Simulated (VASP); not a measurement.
A run of VASP 6.6.1 is set up as follows.

The input INCAR:

```
ALGO = Normal
DIPOL = 0.5 0.5 0.331
EDIFF = 1E-7
EDIFFG = -0.025
ENCUT = 520
GGA = PE
IBRION = 2
IDIPOL = 3
ISIF = 2
ISMEAR = 0
LASPH = T
LCHARG = F
LDIPOL = T
LREAL = F
LWAVE = F
NELM = 80
NSW = 50
PREC = Accurate
SIGMA = 0.1
```

File KPOINTS:

```
k-points
0
Gamma
  9 3 1
```

Contents of POSCAR:

```
Al9O
1.0
    2.8543223330      0.0000000000      0.0000000000
   -1.4271611665      9.7033329366      0.0000000000
    0.0000000000      0.0000000000     20.2902708969
Al O
9 1
Selective dynamics
Direct
    0.5324485604      0.0648971207      0.1971388169  F F F
    0.6709687938      0.3419375876      0.2462255645  F F F
    0.2986728405      0.5973456810      0.2560429140  F F F
    0.9263768872      0.8527537744      0.2658602636  F F F
    0.0639738222      0.1277383808      0.3154281718  F F F
    0.1995905480      0.4042696935      0.3707822583  F F F
    0.8288544886      0.6597110299      0.3785032288  F F F
    0.4526361687      0.9111292155      0.3874342692  F F F
    0.5925232094      0.1814597089      0.4332259013  T T T
    0.8425232094      0.6814597089      0.4581611110  F F T
```

Potentials or basis: VASP PAW PBE potentials, release 64 (Al, O).

Run with:

```sh
$ cat potpaw_PBE.64/Al/POTCAR potpaw_PBE.64/O/POTCAR > POTCAR
$ mpirun -np 1 vasp_std > vasp.out
```

**Question.** Predict the energy gained by relaxing.

**Answer.** 2.4 meV/atom.

**Question.** Estimate the band gap on the k mesh.

**Answer.** Zero (an odd number of electrons rules out a gap without spin polarisation).

Final structure:
```cif
data_structure
_symmetry_space_group_name_H-M 'P 1'
_symmetry_Int_Tables_number 1
_cell_length_a 2.8543
_cell_length_b 9.8077
_cell_length_c 20.2903
_cell_angle_alpha 90.000
_cell_angle_beta 90.000
_cell_angle_gamma 98.367
_cell_volume 561.97
loop_
_atom_site_label
_atom_site_type_symbol
_atom_site_fract_x
_atom_site_fract_y
_atom_site_fract_z
_atom_site_occupancy
Al1 Al 0.53245 0.06490 0.19714 1
Al2 Al 0.67097 0.34194 0.24623 1
Al3 Al 0.29867 0.59735 0.25604 1
Al4 Al 0.92638 0.85275 0.26586 1
Al5 Al 0.06397 0.12774 0.31543 1
Al6 Al 0.19959 0.40427 0.37078 1
Al7 Al 0.82885 0.65971 0.37850 1
Al8 Al 0.45264 0.91113 0.38743 1
Al9 Al 0.59148 0.18324 0.43489 1
O1 O 0.84252 0.68146 0.46004 1
```

Caveat: an odd number of electrons without spin polarisation forces a metal; a magnetic or distorted state may lie lower.
